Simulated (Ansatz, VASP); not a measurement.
Os3RuC3: VASP beside Ansatz

Contents of INCAR:

```
SYSTEM = Os3RuC3
  PREC = Accurate
  ENCUT = 600
  EDIFF = 1E-7
  ISMEAR = 0
  SIGMA = 0.1
  LREAL = .False.
  LASPH = .True.
  NELM = 200
  ALGO = Normal
  ISIF = 3
  LWAVE = .False.
  LCHARG = .False.
  ISPIN = 2
  MAGMOM = 0.55 0.16 0.16 0.16 0 0 0
  LORBIT = 11
  LMAXMIX = 4
  GGA = PE
  IBRION = 2
  NSW = 100
  EDIFFG = -0.01
  GGA_COMPAT = .False.
  NELMIN = 4
  KPAR = 4
```

File KPOINTS:

```
regular mesh
0
Gamma
  10 10 10
  0 0 0
```

File POSCAR:

```
Os3RuC3
1.0
    4.2494245494      0.0000000000      0.0000000000
    0.0000000000      4.2494245494      0.0000000000
    0.0000000000      0.0000000000      4.2494245494
Ru Os C
1 3 3
Direct
    0.5000000000      0.5000000000      0.5000000000
    0.0000000000      0.5000000000      0.0000000000
    0.0000000000      0.0000000000      0.5000000000
    0.5000000000      0.0000000000      0.0000000000
    0.5000000000      0.0000000000      0.5000000000
    0.5000000000      0.5000000000      0.0000000000
    0.0000000000      0.5000000000      0.5000000000
```

Input for Ansatz:

```yaml
crystal:
  lattice:
    - [4.2494245494, 0.0, 0.0]
    - [0.0, 4.2494245494, 0.0]
    - [0.0, 0.0, 4.2494245494]
  atoms:
    - { symbol: Ru, position: [0.5, 0.5, 0.5], spin: 0.55 }
    - { symbol: Os, position: [0.0, 0.5, 0.0], spin: 0.16 }
    - { symbol: Os, position: [0.0, 0.0, 0.5], spin: 0.16 }
    - { symbol: Os, position: [0.5, 0.0, 0.0], spin: 0.16 }
    - { symbol: C, position: [0.5, 0.0, 0.5] }
    - { symbol: C, position: [0.5, 0.5, 0.0] }
    - { symbol: C, position: [0.0, 0.5, 0.5] }
basis:
  ecutwfc: 420
kpoints:
  mp_grid: { grid: [10, 10, 10] }
hamiltonian:
  xc: pbe
scf:
  occupations: { method: gaussian, width: 0.1 }
output:
  forces: true
  stress: true
  eigenvalues: true
  populations: true
magnetization:
  spin_polarized: true
relax:
  adjacent_minimum: "off"
  f_tol: 0.01
  max_steps: 80
  cell: { stress_tol: 0.05 }
```

Change from the starting cell: species swapped into the LiCu3O3 type (Pm-3m, No. 221).

Alike in both runs: task relaxation of cell and atoms; functional PBE; k mesh 10 × 10 × 10; occupations gaussian, width 0.1 eV; collinear spin.

|  | VASP | Ansatz |
| --- | --- | --- |
| version | VASP 6.6.1 | Ansatz 0.2.0 |
| potentials or method | VASP PAW PBE potentials, release 64 (Ru_pv, Os, C), cutoff 600 eV | scalar-relativistic, plane waves, PAW |
| valence electrons in the cell | 50 | 76 |

|  | VASP | Ansatz | Ansatz less VASP |
| --- | --- | --- | --- |
| gap on the k mesh at the Fermi level, each at its own relaxed structure (eV) | none | none | - |
| net moment per atom (μB) | 0.00 | 0.14 | +0.141 |
| size of the moment on the site where the two differ most (μB) | 0.00 | 0.52 | +0.518 |
| relaxed volume (Å³/atom) | 11.00 | 10.97 | -0.035 |
| relaxed cell length with the largest relative difference (Å) | 4.255 | 4.250 | -0.0045 |

The net moments are unlike, so the other rows may belong to different states. Site moments also hang on the region over which each program counts them. A gap of «none» marks a metal or a gap that the smearing closes. VASP's potentials hold 50 valence electrons a cell and Ansatz's 76, so a difference there can come from the potentials and not from the codes.

Spin-orbit coupling is off throughout.
